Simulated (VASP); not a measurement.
# NaCl (Pm-3m) in VASP: further runs

The runs below take NaCl through single point, relaxation of cell and atoms, with RPBE+D4, PBEsol.

Everything below comes from runs of VASP 6.6.1. Logs are shortened: lines on timing, memory, paths and dates and some standing lists are left out, and cuts for length are marked.

**1. The cell of the first run**

Symmetry: Pm-3m, No. 221, cubic system. Conventional cell: a = 3.513 Å, b = 3.513 Å, c = 3.513 Å, α = 90.00°, β = 90.00°, γ = 90.00°. Within 4.0 Å of Cl (site symmetry m-3m) lie 8 Na at 3.04 Å and 6 Cl at 3.51 Å. Na (site symmetry m-3m) has 8 Cl at 3.04 Å and 6 Na at 3.51 Å within 4.0 Å.

**2. Single point, RPBE+D4**

INCAR

```
SYSTEM = NaCl
ALGO = Normal
EDIFF = 1E-6
ENCUT = 520
GGA = RP
ISIF = 2
ISMEAR = -1
IVDW = 13
LASPH = .TRUE.
LCHARG = .FALSE.
LREAL = .FALSE.
LWAVE = .FALSE.
NBANDS = 14
NELM = 60
PREC = Accurate
SIGMA = 0.05
```

KPOINTS

```
k-points
0
G
  8 8 8
  0 0 0
```

POSCAR

```
NaCl
1.0
    3.5126445811      0.0000000000      0.0000000000
    0.0000000000      3.5126445811      0.0000000000
    0.0000000000      0.0000000000      3.5126445811
Cl Na
1 1
Direct
    0.5000000000      0.5000000000      0.5000000000
    0.0000000000      0.0000000000      0.0000000000
```

Potentials or basis: VASP PAW PBE potentials, release 64 (Cl, Na_pv).

Launch:

```console
cat potpaw_PBE.64/Cl/POTCAR potpaw_PBE.64/Na_pv/POTCAR > POTCAR
mpirun -np 1 vasp_std > vasp.out
```

OUTCAR:

```text
SYSTEM = NaCl
   EDIFF = 1E-6
   ENCUT = 520
   GGA = RP
   ISIF = 2
   ISMEAR = -1
   IVDW = 13
   LASPH = .TRUE.
   LREAL = .FALSE.
   NELM = 60
   PREC = Accurate

 ion  position               nearest neighbor table
   1  0.500  0.500  0.500-
   2  0.000  0.000  0.000-

  LATTYP: Found a simple cubic cell.
 ALAT       =     3.5126445811

  Lattice vectors:

 A1 = (   3.5126445811,   0.0000000000,   0.0000000000)
 A2 = (   0.0000000000,   3.5126445811,   0.0000000000)
 A3 = (   0.0000000000,   0.0000000000,   3.5126445811)

Analysis of symmetry for initial positions (statically):
=====================================================================
 Subroutine PRICEL returns:
 Original cell was already a primitive cell.

 Routine SETGRP: Setting up the symmetry group for a
 simple cubic supercell.

 Subroutine GETGRP returns: Found 48 space group operations
 (whereof 48 operations were pure point group operations)
 out of a pool of 48 trial point group operations.

The static configuration has the point symmetry O_h .

Analysis of symmetry for dynamics (positions and initial velocities):
=====================================================================
 Subroutine PRICEL returns:
 Original cell was already a primitive cell.

 Routine SETGRP: Setting up the symmetry group for a
 simple cubic supercell.

 Subroutine GETGRP returns: Found 48 space group operations
 (whereof 48 operations were pure point group operations)
 out of a pool of 48 trial point group operations.

The dynamic configuration has the point symmetry O_h .

 Subroutine INISYM returns: Found 48 space group operations
 (whereof 48 operations are pure point group operations),
 and found     1 'primitive' translations

----------------------------------------------------------------------------------------

                                     Primitive cell

  volume of cell :      43.3414

  direct lattice vectors                    reciprocal lattice vectors
     3.512644581  0.000000000  0.000000000     0.284685791  0.000000000  0.000000000
     0.000000000  3.512644581  0.000000000     0.000000000  0.284685791  0.000000000
     0.000000000  0.000000000  3.512644581     0.000000000  0.000000000  0.284685791

  length of vectors
     3.512644581  3.512644581  3.512644581     0.284685791  0.284685791  0.284685791

  position of ions in fractional coordinates (direct lattice)
     0.500000000  0.500000000  0.500000000
     0.000000000  0.000000000  0.000000000

  ion indices of the primitive-cell ions
   primitive index   ion index
                 1           1
                 2           2

----------------------------------------------------------------------------------------

 KPOINTS: k-points

Automatic generation of k-mesh.
 Grid dimensions read from file:
 generate k-points for:    8    8    8

 Generating k-lattice:

  Cartesian coordinates                     Fractional coordinates (reciprocal lattice)
     0.035585724  0.000000000  0.000000000     0.125000000  0.000000000  0.000000000
     0.000000000  0.035585724  0.000000000     0.000000000  0.125000000  0.000000000
     0.000000000  0.000000000  0.035585724     0.000000000  0.000000000  0.125000000

  Length of vectors
     0.035585724  0.035585724  0.035585724

  Shift w.r.t. Gamma in fractional coordinates (k-lattice)
     0.000000000  0.000000000  0.000000000

 Subroutine IBZKPT returns following result:
 ===========================================

 Found     35 irreducible k-points:

 Following reciprocal coordinates:
            Coordinates               Weight
  0.000000  0.000000  0.000000      1.000000
  0.125000  0.000000  0.000000      6.000000
  0.250000  0.000000  0.000000      6.000000
  0.375000  0.000000  0.000000      6.000000
  0.500000  0.000000  0.000000      3.000000
  0.125000  0.125000  0.000000     12.000000
[... 16 lines left out ...]
  0.375000  0.375000  0.125000     24.000000
  0.500000  0.375000  0.125000     24.000000
 [... further k-points ...]
   k-points           NKPTS =     35   k-points in BZ     NKDIM =     35   number of bands    NBANDS=     14
   number of dos      NEDOS =    301   number of ions     NIONS =      2
   total plane-waves  NPLWV =  21952
   dimension x,y,z NGX =    28 NGY =   28 NGZ =   28
   dimension x,y,z NGXF=    56 NGYF=   56 NGZF=   56
   ions per type =               1   1
   NGX,Y,Z   is equivalent  to a cutoff of  13.25, 13.25, 13.25 a.u.
   NGXF,Y,Z  is equivalent  to a cutoff of  26.50, 26.50, 26.50 a.u.
 SYSTEM =  NaCl
   PREC   = accura    normal or accurate (medium, high low for compatibility)
   ISTART =      0    job   : 0-new  1-cont  2-samecut
   ICHARG =      2    charge: 1-file 2-atom 10-const
   ISPIN  =      1    spin polarized calculation?
   LNONCOLLINEAR =      F non collinear calculations
   LSORBIT =      F    spin-orbit coupling
   LASPH  =      T    aspherical Exc in radial PAW
   ENCUT  =  520.0 eV  38.22 Ry    6.18 a.u.   6.53  6.53  6.53*2*pi/ulx,y,z
   NELM   =     60;   NELMIN=  2; NELMDL= -5     # of ELM steps
   EDIFF  = 0.1E-05   stopping-criterion for ELM
   LREAL  =      F    real-space projection
   EDIFFG = 0.1E-04   stopping-criterion for IOM
   NSW    =      0    number of steps for IOM
   IBRION =     -1    ionic relax: 0-MD 1-quasi-New 2-CG
   NFREE  =      0    steps in history (QN), initial steepest desc. (CG)
   ISIF   =      2    stress and relaxation
   ISYM   =      2    0-nonsym 1-usesym 2-fastsym
   POTIM  = 0.5000    time-step for ionic-motion
   TEBEG  =    0.0;   TEEND  =   0.0 temperature during run
   PSTRESS=    0.0 pullay stress
   NELECT =      14.0000    total number of electrons
   NUPDOWN=      -1.0000    fix difference up-down
   EMIN   =  10.00;   EMAX   =-10.00  energy-range for DOS
   EFERMI =   0.00;   METHOD = LEGACY
   ISMEAR =    -1;   SIGMA  =   0.05  broadening in eV -4-tet -1-fermi 0-gaus
   EFERMI_NEDOS =   21; number of points for ismear=-14 and -15
   IALGO  =     38    algorithm
   IMIX   =      4    mixing-type and parameters
     AMIX     =   0.40;   BMIX     =  1.00
     AMIX_MAG =   1.60;   BMIX_MAG =  1.00
  volume/ion in A,a.u.               =      21.67       146.24
  Fermi-wavevector in a.u.,A,eV,Ry     =   1.123268  2.122668 17.166886  1.261730
  Thomas-Fermi vector in A             =   2.259933
   LORBIT       =      0    0 simple, 1 ext, 2 COOP (PROOUT), +10 PAW based schemes
   GGA     = RP    functional components
   LHFCALC =     F    Hartree Fock is set to
   AEXX    =    0.0000 exact exchange contribution
   IVDW    =    13    specifies the selected vdW correction
   LEPSILON=     F    determine dielectric tensor
   LRPA    =     F    only Hartree local field effects (RPA)
 non-spin polarized calculation
  energy-cutoff  :      520.00
  volume of cell :       43.34
 maximum number of plane-waves:      1189
 NGX is ok and might be reduce to    28
   NGX = 13   NGY = 13   NGZ = 13

 number of electron      13.9999980 magnetization

 Free energy of the ion-electron system (eV)
  ---------------------------------------------------
  ext. energy  EPLUGINS =         0.00000000
  ---------------------------------------------------
  free energy    TOTEN  =        -6.10882892 eV

  energy without entropy =       -6.10882892  energy(sigma->0) =       -6.10882892

 E-fermi :   1.5562     XC(G=0):  -8.0988

 val. band max:        0.4854752446   @ k =   0.5000   0.5000   0.0000
 cond. band min:       4.7244132504   @ k =   0.0000   0.0000   0.0000
 fundamental gap:      4.2389380059
 Fermi energy:         1.5562388586

 k-point     1 :       0.0000    0.0000    0.0000
  band No.  band energies     occupation
      1     -21.6348      2.00000
      2     -21.6348      2.00000
      3     -21.6348      2.00000
      4     -12.8458      2.00000
      5       0.0131      2.00000
      6       0.0131      2.00000
      7       0.0131      2.00000
      8       4.7244      0.00000
      9       9.2584      0.00000
     10       9.2584      0.00000
     11      16.3680      0.00000
     12      16.3795      0.00000
     13      16.3829      0.00000
     14      16.3867      0.00000

 k-point     2 :       0.1250    0.0000    0.0000
  band No.  band energies     occupation
      1     -21.6403      2.00000
      2     -21.6343      2.00000
      3     -21.6343      2.00000
      4     -12.7988      2.00000
      5      -0.4514      2.00000
      6       0.0447      2.00000
      7       0.0447      2.00000
      8       5.1564      0.00000
      9       9.4258      0.00000
     10       9.5824      0.00000
     11      14.9187      0.00000
     12      14.9187      0.00000
     13      15.9265      0.00000
     14      16.5000      0.00000

 k-point     3 :       0.2500    0.0000    0.0000
  band No.  band energies     occupation
      1     -21.6536      2.00000
      2     -21.6331      2.00000
      3     -21.6331      2.00000
      4     -12.6814      2.00000
      5      -1.3464      2.00000
      6       0.1230      2.00000
      7       0.1230      2.00000
      8       6.0511      0.00000
      9       9.9123      0.00000
     10      10.0536      0.00000
     11      13.6225      0.00000
     12      13.6225      0.00000
     13      15.7196      0.00000
     14      16.3732      0.00000
[... 324 lines left out ...]
 k-point    23 :       0.3750    0.3750    0.1250
  band No.  band energies     occupation
      1     -21.6605      2.00000
      2     -21.6594      2.00000
      3     -21.6340      2.00000
      4     -12.2921      2.00000
      5      -1.5674      2.00000
      6      -1.4454      2.00000
      7       0.0852      2.00000
      8       7.0943      0.00000
      9       9.6867      0.00000
     10      10.7086      0.00000
     11      11.8465      0.00000
     12      13.8919      0.00000
     13      14.1034      0.00000
     14      17.4828      0.00000

 k-point    24 :       0.5000    0.3750    0.1250
  band No.  band energies     occupation
      1     -21.6648      2.00000
      2     -21.6589      2.00000
      3     -21.6335      2.00000
      4     -12.2504      2.00000
      5      -1.7467      2.00000
      6      -1.4109      2.00000
      7       0.1290      2.00000
      8       6.7993      0.00000
      9      10.0974      0.00000
     10      10.4492      0.00000
     11      11.7256      0.00000
     12      14.1293      0.00000
     13      14.1710      0.00000
     14      17.0481      0.00000

 [... further k-points ...]

------------------------ aborting loop because EDIFF is reached ----------------------------------------

  DFT-D4 for vdW energy calculation

  Edisp (eV):   -0.39398

  FORCE on cell =-STRESS in cart. coord.  units (eV):
  Direction    XX          YY          ZZ          XY          YZ          ZX
  --------------------------------------------------------------------------------------
  -------------------------------------------------------------------------------------
  Total      -0.01831    -0.01831    -0.01831     0.00000     0.00000     0.00000
  in kB      -0.67678    -0.67678    -0.67678     0.00000     0.00000     0.00000
  external pressure =       -0.68 kB  Pullay stress =        0.00 kB

 VOLUME and BASIS-vectors are now :
 -----------------------------------------------------------------------------
  energy-cutoff  :      520.00
  volume of cell :       43.34
      direct lattice vectors                 reciprocal lattice vectors
     3.512644581  0.000000000  0.000000000     0.284685791  0.000000000  0.000000000
     0.000000000  3.512644581  0.000000000     0.000000000  0.284685791  0.000000000
     0.000000000  0.000000000  3.512644581     0.000000000  0.000000000  0.284685791

 POSITION                                       TOTAL-FORCE (eV/Angst)
 -----------------------------------------------------------------------------------
      1.75632      1.75632      1.75632         0.000000      0.000000      0.000000
      0.00000      0.00000      0.00000         0.000000      0.000000      0.000000
 -----------------------------------------------------------------------------------
    total drift:                               -0.000000      0.000000      0.000000

  FREE ENERGIE OF THE ION-ELECTRON SYSTEM (eV)
  ---------------------------------------------------
  free  energy   TOTEN  =        -6.5028084668 eV

  energy  without entropy=       -6.5028084668  energy(sigma->0) =       -6.50280847
```

Run time: 15 s. Hardware: 1 thread of Intel Xeon Platinum 8259CL at 2.50GHz (Skylake/Cascade Lake), shared host; peak memory 0.16 GiB.

Results:

- Free energy: -6.5028 eV
- Pressure: -0.1 GPa
- Band gap on the k mesh: 4.24 eV, indirect (least direct gap 4.71 eV)
- Dispersion energy per atom: -0.197 eV

Caveat: the PAW data sets were made with another functional, which shifts forces and pressure a little. A k mesh can miss the band edges.

**3. Relaxation of cell and atoms, RPBE+D4**

This run uses another cell than the first one, of 21.48 Å³/atom, 0.991 times its volume.

INCAR

```
PREC = Accurate ; ENCUT = 600
EDIFF = 1E-6 ; ISMEAR = -1
SIGMA = 0.05 ; LREAL = F
LASPH = T ; NELM = 80
ALGO = Normal ; ISIF = 3
LWAVE = F ; LCHARG = F
GGA = RP ; IVDW = 13
IBRION = 2 ; NSW = 80
EDIFFG = -0.005
```

KPOINTS

```
Automatic mesh
0
Gamma
  8 8 8
```

POSCAR

```
NaCl
1.0
    3.5021900000      0.0000000000      0.0000000000
    0.0000000000      3.5021900000      0.0000000000
    0.0000000000      0.0000000000      3.5021900000
Cl Na
1 1
Direct
    0.5000000000      0.5000000000      0.5000000000
    0.0000000000      0.0000000000      0.0000000000
```

Potentials or basis: VASP PAW PBE potentials, release 64 (Cl, Na_pv).

Launch:

```console
cat potpaw_PBE.64/Cl/POTCAR potpaw_PBE.64/Na_pv/POTCAR > POTCAR
mpirun -np 1 vasp_std > vasp.out
```

It took 31 s on 1 thread of Intel Xeon Platinum 8259CL at 2.50GHz (Skylake/Cascade Lake), shared host; peak memory 0.16 GiB.

The run converged. Its results:

| Property | Result |
| --- | --- |
| Free energy | -6.5030 eV |
| Relaxed volume | 21.64 Å³/atom |
| Relaxed cell | a = 3.511 Å, b = 3.511 Å, c = 3.511 Å, α = 90.00°, β = 90.00°, γ = 90.00° |
| Space group after relaxing (to 0.05 Å) | Pm-3m (No. 221) |
| Energy gained by relaxing | 0.1 meV/atom |
| Ionic steps | 5 |
| Pressure after relaxing | 0.0 GPa |
| Band gap on the k mesh | 4.25 eV, indirect (least direct gap 4.72 eV) |
| Dispersion energy per atom | -0.197 eV |

Step by step:
| step | energy change (eV) | largest force (eV/Å) | pressure (GPa) | volume (Å³) |
| --- | --- | --- | --- | --- |
| 1 | 0.0000 | 0.0000 | 0.20 | 42.96 |
| 2 | -0.0002 | 0.0000 | 0.08 | 43.12 |
| 3 | -0.0002 | 0.0000 | 0.05 | 43.19 |
| 4 | -0.0002 | 0.0000 | -0.04 | 43.33 |
| 5 | -0.0002 | 0.0000 | 0.02 | 43.27 |

Final structure:
```
CELL_PARAMETERS angstrom
3.51076 0.00000 0.00000
0.00000 3.51076 0.00000
0.00000 0.00000 3.51076
ATOMIC_POSITIONS crystal
Cl 0.50000 0.50000 0.50000
Na 0.00000 0.00000 0.00000
```

Levels at points of the mesh, in eV from the valence-band top:
```tsv
k point	band 5	band 6	band 7	band 8	band 9	band 10
(0.00, 0.00, 0.00)	-0.47	-0.47	-0.47	4.25	8.77	8.77
(0.50, 0.00, 0.00)	-2.84	-0.25	-0.25	7.17	8.76	10.62
(0.50, 0.50, 0.00)	-2.19	-2.19	0.00	5.79	10.04	11.27
(0.50, 0.50, 0.50)	-1.79	-1.79	-1.79	7.36	7.36	7.36
```

Caveat: the PAW data sets were made with another functional, which shifts forces and pressure a little.

**4. Relaxation of cell and atoms, PBEsol**

This run uses another cell than the first one, of 21.48 Å³/atom, 0.991 times its volume.

INCAR

```
SYSTEM = NaCl
PREC = Accurate
ENCUT = 600
EDIFF = 1E-7
ISMEAR = -1
SIGMA = 0.05
LREAL = .FALSE.
LASPH = .TRUE.
NELM = 100
ALGO = Normal
ISIF = 3
LWAVE = .FALSE.
LCHARG = .FALSE.
GGA = PS
IBRION = 2
NSW = 80
EDIFFG = -0.01
```

KPOINTS

```
regular mesh
0
G
  8 8 8
  0 0 0
```

POSCAR is that of step 3.

Launch:

```console
cat potpaw_PBE.64/Cl/POTCAR potpaw_PBE.64/Na_pv/POTCAR > POTCAR
mpirun -np 1 vasp_std > vasp.out
```

It took 30 s on 1 thread of Intel Xeon Platinum 8259CL at 2.50GHz (Skylake/Cascade Lake), shared host; peak memory 0.16 GiB.

The run converged. Its results:

| Item | Value |
| --- | --- |
| Free energy | -6.7309 eV |
| Relaxed volume | 20.52 Å³/atom |
| Relaxed cell | a = 3.449 Å, b = 3.449 Å, c = 3.449 Å, α = 90.00°, β = 90.00°, γ = 90.00° |
| Space group after relaxing (to 0.05 Å) | Pm-3m (No. 221) |
| Energy gained by relaxing | 3.9 meV/atom |
| Ionic steps | 3 |
| Pressure after relaxing | 0.0 GPa |
| Band gap on the k mesh | 3.98 eV, indirect (least direct gap 4.52 eV) |

The path:
| step | energy change (eV) | largest force (eV/Å) | pressure (GPa) | volume (Å³) |
| --- | --- | --- | --- | --- |
| 1 | 0.0000 | 0.0000 | -1.21 | 42.96 |
| 2 | -0.0058 | 0.0000 | -0.64 | 41.96 |
| 3 | -0.0078 | 0.0000 | -0.05 | 41.05 |

Final structure:
```
Cl Na
1.0
     3.44949    0.00000    0.00000
     0.00000    3.44949    0.00000
     0.00000    0.00000    3.44949
Cl Na
1 1
Direct
  0.50000 0.50000 0.50000
  0.00000 0.00000 0.00000
```

Levels at points of the mesh, in eV from the valence-band top:
| k point | band 3 | band 4 | band 5 | band 6 | band 7 | band 8 | band 9 | band 10 | band 11 |
| --- | --- | --- | --- | --- | --- | --- | --- | --- | --- |
| (0.00, 0.00, 0.00) | -21.84 | -13.54 | -0.54 | -0.54 | -0.54 | 3.98 | 8.36 | 8.36 | 16.01 |
| (0.50, 0.00, 0.00) | -21.84 | -13.12 | -3.21 | -0.28 | -0.28 | 6.88 | 8.80 | 10.36 | 11.87 |
| (0.50, 0.50, 0.00) | -21.83 | -12.82 | -2.47 | -2.47 | 0.00 | 5.41 | 9.82 | 11.17 | 11.17 |
| (0.50, 0.50, 0.50) | -21.88 | -12.51 | -2.02 | -2.02 | -2.02 | 6.96 | 6.96 | 6.96 | 12.02 |

Caveat: the PAW data sets were made with another functional, which shifts forces and pressure a little.

**5. Single point, PBEsol**

This run uses another cell than the first one, of 21.48 Å³/atom, 0.991 times its volume.

INCAR

```
SYSTEM = NaCl
PREC = Accurate ; ENCUT = 520
EDIFF = 1E-7 ; ISMEAR = -1
SIGMA = 0.05 ; LREAL = .FALSE.
LASPH = .TRUE. ; NELM = 80
ALGO = Normal ; ISIF = 2
LWAVE = .FALSE. ; LCHARG = .FALSE.
GGA = PS ; NBANDS = 14
```

KPOINTS

```
Automatic mesh
0
G
  8 8 8
  0 0 0
```

POSCAR is that of step 4.

Launch:

```console
cat potpaw_PBE.64/Cl/POTCAR potpaw_PBE.64/Na_pv/POTCAR > POTCAR
mpirun -np 1 vasp_std > vasp.out
```

Run time: 15 s. Hardware: 1 thread of Intel Xeon Platinum 8488C (Sapphire Rapids), shared host; peak memory 0.15 GiB.

It converged, with:

```
Free energy            : -6.7229 eV
Pressure               : -1.2 GPa
Band gap on the k mesh : 3.84 eV, indirect (least direct gap 4.34 eV)
```

Levels at points of the mesh, in eV from the valence-band top:
| k point | band 3 | band 4 | band 5 | band 6 | band 7 | band 8 | band 9 | band 10 | band 11 | band 12 |
| --- | --- | --- | --- | --- | --- | --- | --- | --- | --- | --- |
| (0.00, 0.00, 0.00) | -21.88 | -13.37 | -0.50 | -0.50 | -0.50 | 3.84 | 8.41 | 8.41 | 15.58 | 15.58 |
| (0.50, 0.00, 0.00) | -21.88 | -13.01 | -3.00 | -0.26 | -0.26 | 6.74 | 8.49 | 10.38 | 11.77 | 11.77 |
| (0.50, 0.50, 0.00) | -21.88 | -12.73 | -2.31 | -2.31 | 0.00 | 5.43 | 9.73 | 10.87 | 10.87 | 12.53 |
| (0.50, 0.50, 0.50) | -21.91 | -12.46 | -1.88 | -1.88 | -1.88 | 6.97 | 6.97 | 6.97 | 11.66 | 15.72 |

Caveat: the PAW data sets were made with another functional, which shifts forces and pressure a little.

**6. Overview**

| task | level | cell | cutoff (eV) | gap on the mesh (eV) | pressure (GPa) | relaxed volume (Å³/atom) |
| --- | --- | --- | --- | --- | --- | --- |
| single point | RPBE+D4 | a = 3.513 Å, 2 atoms | 520 | 4.24 | -0.1 | - |
| relaxation of cell and atoms | RPBE+D4 | relaxed from a = 3.502 Å, 2 atoms | 600 | 4.25 | 0.0 | 21.64 |
| relaxation of cell and atoms | PBEsol | relaxed from a = 3.502 Å, 2 atoms | 600 | 3.98 | 0.0 | 20.52 |
| single point | PBEsol | a = 3.502 Å, 2 atoms | 520 | 3.84 | -1.2 | - |

Alike in all rows: potentials or basis VASP PAW PBE potentials, release 64 (Cl, Na_pv); no spin polarisation; k mesh 8 × 8 × 8; smearing fermi-dirac 0.05 eV.

Caveats: the PAW data sets were made with another functional, which shifts forces and pressure a little.

Total energies depend on the potentials used, so only differences within one code and one set of settings carry meaning.
